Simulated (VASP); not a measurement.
K, 2 atoms in the cell. The cell holds a sheet with vacuum, 2 atoms: a = 4.357 Å, b = 4.357 Å, c = 28.915 Å, α = 90.00°, β = 90.00°, γ = 90.00°. The cell was generated, and may not be a known phase.

| Item | Value |
| --- | --- |
| Program | VASP 6.6.1 |
| Task | single point |
| Functional | PBE |
| Potentials or basis | VASP PAW PBE potentials, release 64 (K_sv) |
| Cutoff | 520 eV |
| k mesh | 4 × 4 × 1 |
| Occupations | gaussian, width 0.1 eV |
| Spin | no spin polarisation |
| Dipole correction | yes |
| Further INCAR settings | ALGO = Fast; EDIFF = 1e-06; NBANDS = 16 |

Potentials or basis: VASP PAW PBE potentials, release 64 (K_sv).

Run with:

```console
$ cat potpaw_PBE.64/K_sv/POTCAR > POTCAR
$ mpirun -np 1 vasp_std > vasp.out
```

Hardware: 1 thread of Oxide Virtual Turin-like Processor (shared host).

Task: How long does it take, and how much memory?

Result: Wall time 90 s on 1 thread of Oxide Virtual Turin-like Processor (shared host), peak memory 0.43 GiB. Counts: scf iterations 21, k points 6.
